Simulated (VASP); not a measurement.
Here is a VASP 6.6.1 calculation.

INCAR

```
PREC = Accurate
ENCUT = 520
EDIFF = 1E-6
ISMEAR = -1
SIGMA = 0.05
LREAL = False
LASPH = True
NELM = 80
ALGO = Normal
ISIF = 2
LWAVE = False
LCHARG = False
GGA = B5
ALDAX = 1.0
AGGAX = 1.0
AGGAC = 1.0
ALDAC = 0.0
NBANDS = 49
```

File KPOINTS:

```
regular mesh
0
Gamma
  10 10 1
```

File POSCAR:

```
WS2
1.0
    3.1829541699      0.0000000000      0.0000000000
   -1.5914770850      2.7565191702      0.0000000000
    0.0000000000      0.0000000000     28.5322178600
W S
3 6
Direct
    0.6666666667      0.3333333333      0.4343616800
    0.6666666667      0.3333333333      0.8855337800
    0.0000000000      0.0000000000      0.6592864300
    0.6666666667      0.3333333333      0.6046252100
    0.0000000000      0.0000000000      0.3797102500
    0.0000000000      0.0000000000      0.8308482800
    0.6666666667      0.3333333333      0.7139522100
    0.0000000000      0.0000000000      0.4890304200
    0.0000000000      0.0000000000      0.9401857300
```

Potentials or basis: VASP PAW PBE potentials, release 64 (W_sv, S).

Launch:

```bash
$ cat potpaw_PBE.64/W_sv/POTCAR potpaw_PBE.64/S/POTCAR > POTCAR
$ mpirun -np 1 vasp_std > vasp.out
```

**Question.** Estimate the largest force.

**Answer.** 0.801 eV/Å.

**Question.** Estimate the band gap on the k mesh.

**Answer.** 1.48 eV, indirect (least direct gap 2.11 eV).

Forces in eV/Å, atoms in the order of the input:
```
W    0.000  0.000 -0.018
W    0.000  0.000  0.008
W    0.000  0.000  0.004
S    0.000  0.000 -0.671
S    0.000  0.000 -0.801
S    0.000  0.000 -0.669
S    0.000  0.000  0.680
S    0.000  0.000  0.667
S    0.000  0.000  0.799
```

Caveat: the PAW data sets were made with another functional, which shifts forces and pressure a little; spin-orbit coupling is left out, which moves the levels of the heavy elements.
